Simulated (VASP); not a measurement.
# Ni (Fm-3m) in VASP: a series of runs

Ni is run at these levels: LDA, RPBE, PBEsol; tasks: single point, relaxation of cell and atoms.

Program: VASP 6.6.1. These are calculated values, not measurements. Logs are shortened: lines on timing, memory, paths and dates and some standing lists are left out, and cuts for length are marked.

### Step 1. The cell of the first run

The structure is cubic, space group Fm-3m (No. 225). Conventional cell: a = 3.543 Å, b = 3.543 Å, c = 3.543 Å, α = 90.00°, β = 90.00°, γ = 90.00°. Within 3.3 Å of Ni (site symmetry m-3m) lie 12 Ni at 2.51 Å.

### Step 2. Single point, LDA, collinear spin, ferromagnetic start

Contents of INCAR:

```
SYSTEM = Ni
PREC = Accurate
ENCUT = 520
EDIFF = 1E-6
ISMEAR = -1
SIGMA = 0.05
LREAL = .FALSE.
LASPH = .TRUE.
NELM = 150
ALGO = Normal
ISIF = 2
LWAVE = .FALSE.
LCHARG = .TRUE.
ISPIN = 2
MAGMOM = 1
LORBIT = 11
LMAXMIX = 4
GGA = CA
LELF = .TRUE.
LVHAR = .TRUE.
NBANDS = 15
```

Contents of KPOINTS:

```
regular mesh
0
G
  13 13 13
  0 0 0
```

Contents of POSCAR:

```
Ni
1.0
    0.0000000000      1.7716516424      1.7716516424
    1.7716516424      0.0000000000      1.7716516424
    1.7716516424      1.7716516424      0.0000000000
Ni
1
Direct
    0.0000000000      0.0000000000      0.0000000000
```

Potentials or basis: VASP PAW LDA potentials, release 64 (Ni).

The run is started by

```console
$ cat potpaw_LDA.64/Ni/POTCAR > POTCAR
$ mpirun -np 1 vasp_std > vasp.out
```

OUTCAR:

```text
SYSTEM = Ni
   PREC = Accurate
   ENCUT = 520
   EDIFF = 1E-6
   ISMEAR = -1
   LREAL = .FALSE.
   LASPH = .TRUE.
   NELM = 150
   ISIF = 2
   ISPIN = 2
   LORBIT = 11
   GGA = CA

 ion  position               nearest neighbor table
   1  0.000  0.000  0.000-

  LATTYP: Found a face centered cubic cell.
 ALAT       =     3.5433032848

  Lattice vectors:

 A1 = (   0.0000000000,   1.7716516424,   1.7716516424)
 A2 = (   1.7716516424,   0.0000000000,   1.7716516424)
 A3 = (   1.7716516424,   1.7716516424,   0.0000000000)

Analysis of symmetry for initial positions (statically):
=====================================================================
 Subroutine PRICEL returns:
 Original cell was already a primitive cell.

 Routine SETGRP: Setting up the symmetry group for a
 face centered cubic supercell.

 Subroutine GETGRP returns: Found 48 space group operations
 (whereof 48 operations were pure point group operations)
 out of a pool of 48 trial point group operations.

The static configuration has the point symmetry O_h .

Analysis of symmetry for dynamics (positions and initial velocities):
=====================================================================
 Subroutine PRICEL returns:
 Original cell was already a primitive cell.

 Routine SETGRP: Setting up the symmetry group for a
 face centered cubic supercell.

 Subroutine GETGRP returns: Found 48 space group operations
 (whereof 48 operations were pure point group operations)
 out of a pool of 48 trial point group operations.

The dynamic configuration has the point symmetry O_h .

Analysis of structural, dynamic, and magnetic symmetry:
=====================================================================
 Subroutine PRICEL returns:
 Original cell was already a primitive cell.

 Routine SETGRP: Setting up the symmetry group for a
 face centered cubic supercell.

 Subroutine GETGRP returns: Found 48 space group operations
 (whereof 48 operations were pure point group operations)
 out of a pool of 48 trial point group operations.

The overall configuration has the point symmetry O_h .

 Subroutine INISYM returns: Found 48 space group operations
 (whereof 48 operations are pure point group operations),
 and found     1 'primitive' translations

----------------------------------------------------------------------------------------

                                     Primitive cell

  volume of cell :      11.1215

  direct lattice vectors                    reciprocal lattice vectors
     0.000000000  1.771651642  1.771651642    -0.282222525  0.282222525  0.282222525
     1.771651642  0.000000000  1.771651642     0.282222525 -0.282222525  0.282222525
     1.771651642  1.771651642  0.000000000     0.282222525  0.282222525 -0.282222525

  length of vectors
     2.505493780  2.505493780  2.505493780     0.488823752  0.488823752  0.488823752

  position of ions in fractional coordinates (direct lattice)
     0.000000000  0.000000000  0.000000000

  ion indices of the primitive-cell ions
   primitive index   ion index
                 1           1

----------------------------------------------------------------------------------------

 KPOINTS: regular mesh

Automatic generation of k-mesh.
 Grid dimensions read from file:
 generate k-points for:   13   13   13

 Generating k-lattice:

  Cartesian coordinates                     Fractional coordinates (reciprocal lattice)
    -0.021709425  0.021709425  0.021709425     0.076923077  0.000000000  0.000000000
     0.021709425 -0.021709425  0.021709425     0.000000000  0.076923077  0.000000000
     0.021709425  0.021709425 -0.021709425     0.000000000  0.000000000  0.076923077

  Length of vectors
     0.037601827  0.037601827  0.037601827

  Shift w.r.t. Gamma in fractional coordinates (k-lattice)
     0.000000000  0.000000000  0.000000000

 Subroutine IBZKPT returns following result:
 ===========================================

 Found     84 irreducible k-points:

 Following reciprocal coordinates:
            Coordinates               Weight
  0.000000  0.000000  0.000000      1.000000
  0.076923  0.000000  0.000000      8.000000
  0.153846  0.000000  0.000000      8.000000
  0.230769  0.000000  0.000000      8.000000
  0.307692  0.000000  0.000000      8.000000
  0.384615  0.000000  0.000000      8.000000
[... 16 lines left out ...]
  0.384615  0.153846  0.000000     24.000000
  0.461538  0.153846  0.000000     24.000000
 [... further k-points ...]
   k-points           NKPTS =     84   k-points in BZ     NKDIM =     84   number of bands    NBANDS=     15
   number of dos      NEDOS =    301   number of ions     NIONS =      1
   total plane-waves  NPLWV =   8000
   dimension x,y,z NGX =    20 NGY =   20 NGZ =   20
   dimension x,y,z NGXF=    40 NGYF=   40 NGZF=   40
   ions per type =               1
   NGX,Y,Z   is equivalent  to a cutoff of  13.27, 13.27, 13.27 a.u.
   NGXF,Y,Z  is equivalent  to a cutoff of  26.54, 26.54, 26.54 a.u.
 SYSTEM =  Ni
   PREC   = accura    normal or accurate (medium, high low for compatibility)
   ISTART =      0    job   : 0-new  1-cont  2-samecut
   ICHARG =      2    charge: 1-file 2-atom 10-const
   ISPIN  =      2    spin polarized calculation?
   LNONCOLLINEAR =      F non collinear calculations
   LSORBIT =      F    spin-orbit coupling
   LASPH  =      T    aspherical Exc in radial PAW
   ENCUT  =  520.0 eV  38.22 Ry    6.18 a.u.   4.66  4.66  4.66*2*pi/ulx,y,z
   NELM   =    150;   NELMIN=  2; NELMDL= -5     # of ELM steps
   EDIFF  = 0.1E-05   stopping-criterion for ELM
   LREAL  =      F    real-space projection
   EDIFFG = 0.1E-04   stopping-criterion for IOM
   NSW    =      0    number of steps for IOM
   IBRION =     -1    ionic relax: 0-MD 1-quasi-New 2-CG
   NFREE  =      0    steps in history (QN), initial steepest desc. (CG)
   ISIF   =      2    stress and relaxation
   ISYM   =      2    0-nonsym 1-usesym 2-fastsym
   POTIM  = 0.5000    time-step for ionic-motion
   TEBEG  =    0.0;   TEEND  =   0.0 temperature during run
   PSTRESS=    0.0 pullay stress
   NELECT =      10.0000    total number of electrons
   NUPDOWN=      -1.0000    fix difference up-down
   EMIN   =  10.00;   EMAX   =-10.00  energy-range for DOS
   EFERMI =   0.00;   METHOD = LEGACY
   ISMEAR =    -1;   SIGMA  =   0.05  broadening in eV -4-tet -1-fermi 0-gaus
   EFERMI_NEDOS =   21; number of points for ismear=-14 and -15
   IALGO  =     38    algorithm
   IMIX   =      4    mixing-type and parameters
     AMIX     =   0.40;   BMIX     =  1.00
     AMIX_MAG =   1.60;   BMIX_MAG =  1.00
  volume/ion in A,a.u.               =      11.12        75.05
  Fermi-wavevector in a.u.,A,eV,Ry     =   1.580107  2.985969 33.970185  2.496738
  Thomas-Fermi vector in A             =   2.680385
   LORBIT       =     11    0 simple, 1 ext, 2 COOP (PROOUT), +10 PAW based schemes
   GGA     = CA    functional components
   LHFCALC =     F    Hartree Fock is set to
   AEXX    =    0.0000 exact exchange contribution
   IVDW    =     0    specifies the selected vdW correction
   LEPSILON=     F    determine dielectric tensor
   LRPA    =     F    only Hartree local field effects (RPA)
 spin polarized calculation
  energy-cutoff  :      520.00
  volume of cell :       11.12
 maximum number of plane-waves:       310
   NGX =  9   NGY =  9   NGZ =  9

 number of electron      10.0000009 magnetization       0.6173292

 Free energy of the ion-electron system (eV)
  ---------------------------------------------------
  ext. energy  EPLUGINS =         0.00000000
  ---------------------------------------------------
  free energy    TOTEN  =        -6.51204610 eV

  energy without entropy =       -6.49750666  energy(sigma->0) =       -6.50477638

 E-fermi :   8.7140     XC(G=0): -13.4826

 val. band max:        8.7069109697   @ k =  -0.3846   0.3077   0.0000
 cond. band min:       8.7143967597   @ k =  -0.4615   0.3846   0.1538
 fundamental gap:      0.0074857900
 Fermi energy:         8.7140309984

 spin component 1

 k-point     1 :       0.0000    0.0000    0.0000
  band No.  band energies     occupation
      1      -0.1175      1.00000
      2       6.4166      1.00000
      3       6.4166      1.00000
      4       6.4166      1.00000
      5       7.5322      1.00000
      6       7.5322      1.00000
      7      32.3148      0.00000
      8      35.8897      0.00000
      9      35.8897      0.00000
     10      35.8897      0.00000
     11      38.7863      0.00000
     12      38.7863      0.00000
     13      38.7863      0.00000
     14      42.0276      0.00000
     15      47.7569      0.00000

 k-point     2 :       0.0769    0.0000    0.0000
  band No.  band energies     occupation
      1       0.1097      1.00000
      2       6.3596      1.00000
      3       6.4661      1.00000
      4       6.4661      1.00000
      5       7.5121      1.00000
      6       7.5121      1.00000
      7      31.3553      0.00000
      8      33.8210      0.00000
      9      35.3746      0.00000
     10      35.3746      0.00000
     11      39.5639      0.00000
     12      39.5639      0.00000
     13      40.0635      0.00000
     14      43.8104      0.00000
     15      45.8694      0.00000
[... 365 lines left out ...]
      3       6.3900      1.00000
      4       6.8860      1.00000
      5       8.1125      0.99999
      6       8.4059      0.99790
      7      19.6046      0.00000
      8      28.6155      0.00000
      9      28.6226      0.00000
     10      31.3552      0.00000
     11      40.5498      0.00000
     12      41.5089      0.00000
     13      42.3500      0.00000
     14      46.7795      0.00000
     15      53.5097      0.00000

 k-point    24 :       0.4615    0.1538    0.0000
  band No.  band energies     occupation
      1       4.3760      1.00000
      2       6.0217      1.00000
      3       6.4346      1.00000
      4       6.8001      1.00000
      5       8.2194      0.99995
      6       9.5844      0.00000
      7      16.4776      0.00000
      8      27.3102      0.00000
      9      28.8131      0.00000
     10      31.0066      0.00000
     11      40.9164      0.00000
     12      41.0558      0.00000
     13      43.9160      0.00000
     14      47.1774      0.00000
     15      54.7074      0.00000

 [... further k-points ...]

 spin component 2

 k-point     1 :       0.0000    0.0000    0.0000
  band No.  band energies     occupation
      1      -0.0742      1.00000
      2       7.0440      1.00000
      3       7.0440      1.00000
      4       7.0440      1.00000
      5       8.1111      0.99999
      6       8.1111      0.99999
      7      32.2973      0.00000
      8      35.9440      0.00000
      9      35.9440      0.00000
     10      35.9440      0.00000
     11      38.9518      0.00000
     12      38.9518      0.00000
     13      38.9518      0.00000
     14      42.0021      0.00000
     15      47.9261      0.00000

 k-point     2 :       0.0769    0.0000    0.0000
  band No.  band energies     occupation
      1       0.1534      1.00000
      2       6.9812      1.00000
      3       7.0951      1.00000
      4       7.0951      1.00000
      5       8.0898      1.00000
      6       8.0898      1.00000
      7      31.4068      0.00000
      8      33.8588      0.00000
      9      35.4599      0.00000
     10      35.4599      0.00000
     11      39.6922      0.00000
     12      39.6922      0.00000
     13      40.1283      0.00000
     14      43.8455      0.00000
     15      46.0354      0.00000
[... 365 lines left out ...]
      3       6.9435      1.00000
      4       7.4835      1.00000
      5       8.7578      0.29406
      6       8.9600      0.00726
      7      19.8140      0.00000
      8      28.7066      0.00000
      9      28.7489      0.00000
     10      31.4877      0.00000
     11      40.6618      0.00000
     12      41.5598      0.00000
     13      42.4362      0.00000
     14      46.9446      0.00000
     15      53.6199      0.00000

 k-point    24 :       0.4615    0.1538    0.0000
  band No.  band energies     occupation
      1       4.7178      1.00000
      2       6.4494      1.00000
      3       6.9587      1.00000
      4       7.3827      1.00000
      5       8.8814      0.03398
      6      10.0178      0.00000
      7      16.7428      0.00000
      8      27.4207      0.00000
      9      28.9366      0.00000
     10      31.1115      0.00000
     11      40.9803      0.00000
     12      41.1551      0.00000
     13      44.0185      0.00000
     14      47.3848      0.00000
     15      56.0010      0.00000

 [... further k-points ...]
[... 5 lines left out ...]
  --------------------------------------------------------------------------------------
  -------------------------------------------------------------------------------------
  Total       -1.4083474     -1.4083474     -1.4083474      0.0000000      0.0000000     -0.0000000
  in kB     -202.8875441   -202.8875441   -202.8875441      0.0000000      0.0000000     -0.0000000
  external PRESSURE =    -202.8875441 kB  Pullay stress =       0.0000000 kB

 VOLUME and BASIS-vectors are now :
 -----------------------------------------------------------------------------
  energy-cutoff  :      520.00
  volume of cell :       11.12
      direct lattice vectors                 reciprocal lattice vectors
     0.000000000  1.771651642  1.771651642    -0.282222525  0.282222525  0.282222525
     1.771651642  0.000000000  1.771651642     0.282222525 -0.282222525  0.282222525
     1.771651642  1.771651642  0.000000000     0.282222525  0.282222525 -0.282222525

 POSITION                                       TOTAL-FORCE (eV/Angst)
 -----------------------------------------------------------------------------------
      0.00000      0.00000      0.00000        -0.000000      0.000000     -0.000000
 -----------------------------------------------------------------------------------
    total drift:                               -0.000000     -0.000000     -0.000000

  FREE ENERGIE OF THE ION-ELECTRON SYSTEM (eV)
  ---------------------------------------------------
  free  energy   TOTEN  =        -6.5120461050 eV

  energy  without entropy=       -6.4975066604  energy(sigma->0) =       -6.50477638

 total charge

# of ion       s       p       d       tot
------------------------------------------
    1        0.490   0.477   8.316   9.282

 magnetization (x)

# of ion       s       p       d       tot
------------------------------------------
    1       -0.004  -0.017   0.645   0.623
```

Wall time 57 s (1 thread of AMD EPYC 7R13, shared host); peak memory 0.11 GiB.

What came out:

| Property | Result |
| --- | --- |
| Free energy | -6.5120 eV |
| Pressure | -20.3 GPa |
| Net moment | 0.62 μB per cell |
| Site moments | Ni +0.62 μB |
| Valence electrons inside the program's atomic spheres | Ni 9.28 |

### Step 3. Single point, LDA, collinear spin, ferromagnetic start

This run uses another cell than the first one, of 10.03 Å³/atom, 0.902 times its volume.

Contents of INCAR:

```
SYSTEM = Ni
PREC     = Accurate       ! precision mode
ENCUT    = 520            ! plane-wave cutoff, eV
EDIFF    = 1E-7           ! SCF threshold, eV
ISMEAR   = -1             ! smearing method
SIGMA    = 0.05           ! smearing width, eV
LREAL    = .FALSE.        ! projectors in reciprocal space
LASPH    = .TRUE.         ! aspherical terms in the spheres
NELM     = 150            ! most SCF steps
ALGO     = Normal         ! electronic algorithm
ISIF     = 2              ! what is computed and relaxed
LWAVE    = .FALSE.        ! write WAVECAR
LCHARG   = .TRUE.         ! write CHGCAR
ISPIN    = 2              ! spin polarisation
MAGMOM   = 1              ! initial moments
LORBIT   = 11             ! projections on sites
LMAXMIX  = 4              ! l up to which the mixer works
LELF     = .TRUE.         ! ELF
LVHAR    = .TRUE.       
NBANDS   = 15             ! bands
```

Contents of KPOINTS:

```
Automatic mesh
0
G
  13 13 13
  0 0 0
```

Contents of POSCAR:

```
Ni
1.0
    0.0000000000      1.7118467127      1.7118467127
    1.7118467127      0.0000000000      1.7118467127
    1.7118467127      1.7118467127      0.0000000000
Ni
1
Direct
    0.0000000000      0.0000000000      0.0000000000
```

Potentials or basis: VASP PAW LDA potentials, release 64 (Ni).

The run is started by

```console
$ cat potpaw_LDA.64/Ni/POTCAR > POTCAR
$ mpirun -np 1 vasp_std > vasp.out
```

OUTCAR:

```text
SYSTEM = Ni
   PREC = Accurate
   ENCUT = 520
   EDIFF = 1E-7
   ISMEAR = -1
   LREAL = .FALSE.
   LASPH = .TRUE.
   NELM = 150
   ISIF = 2
   ISPIN = 2
   LORBIT = 11

 ion  position               nearest neighbor table
   1  0.000  0.000  0.000-

  LATTYP: Found a face centered cubic cell.
 ALAT       =     3.4236934254

  Lattice vectors:

 A1 = (   0.0000000000,   1.7118467127,   1.7118467127)
 A2 = (   1.7118467127,   0.0000000000,   1.7118467127)
 A3 = (   1.7118467127,   1.7118467127,   0.0000000000)
[... 1073 lines left out ...]
  -------------------------------------------------------------------------------------
  Total       -0.0000018     -0.0000018     -0.0000018     -0.0000000     -0.0000000      0.0000000
  in kB       -0.0002938     -0.0002938     -0.0002938     -0.0000000     -0.0000000      0.0000000
  external PRESSURE =      -0.0002938 kB  Pullay stress =       0.0000000 kB

 VOLUME and BASIS-vectors are now :
 -----------------------------------------------------------------------------
  energy-cutoff  :      520.00
  volume of cell :       10.03
      direct lattice vectors                 reciprocal lattice vectors
     0.000000000  1.711846713  1.711846713    -0.292082227  0.292082227  0.292082227
     1.711846713  0.000000000  1.711846713     0.292082227 -0.292082227  0.292082227
     1.711846713  1.711846713  0.000000000     0.292082227  0.292082227 -0.292082227

 POSITION                                       TOTAL-FORCE (eV/Angst)
 -----------------------------------------------------------------------------------
      0.00000      0.00000      0.00000         0.000000      0.000000      0.000000
 -----------------------------------------------------------------------------------
    total drift:                                0.000000      0.000000     -0.000000

  FREE ENERGIE OF THE ION-ELECTRON SYSTEM (eV)
  ---------------------------------------------------
  free  energy   TOTEN  =        -6.5881220952 eV

  energy  without entropy=       -6.5755098804  energy(sigma->0) =       -6.58181599

 total charge

# of ion       s       p       d       tot
------------------------------------------
    1        0.536   0.573   8.367   9.475

 magnetization (x)

# of ion       s       p       d       tot
------------------------------------------
    1       -0.003  -0.017   0.633   0.613
```

stdout:

```text
POSCAR found type information on POSCAR Ni
 POSCAR found :  1 types and       1 ions
 scaLAPACK will be used
 LDA part: xc-table for (Slater(with rela. corr.)+CA(PZ))
 , standard interpolation
 POSCAR, INCAR and KPOINTS ok, starting setup
 FFT: planning ... GRIDC
 FFT: planning ... GRID_SOFT
 FFT: planning ... GRID
 WAVECAR not read
 entering main loop
```

Run time: 13 s. Hardware: 1 thread of Intel Xeon 6975P-C (Granite Rapids), shared host; peak memory 0.12 GiB.

What came out:

| Property | Result |
| --- | --- |
| Free energy | -6.5881 eV |
| Pressure | 0.0 GPa |
| Net moment | 0.61 μB per cell |
| Site moments | Ni +0.61 μB |
| Valence electrons inside the program's atomic spheres | Ni 9.47 |

Levels at points of the mesh, in eV from the Fermi level:
Spin up:
| k point | band 2 | band 3 | band 4 | band 5 | band 6 | band 7 | band 8 | band 9 |
| --- | --- | --- | --- | --- | --- | --- | --- | --- |
| (0.00, 0.00, 0.00) | -2.57 | -2.57 | -2.57 | -1.28 | -1.28 | 24.46 | 28.86 | 28.86 |
Spin down:
```csv
k point,band 2,band 3,band 4,band 5,band 6,band 7,band 8,band 9
"(0.00, 0.00, 0.00)",-1.95,-1.95,-1.95,-0.70,-0.70,24.45,28.92,28.92
```

(Part 1 of 2 ends here.)
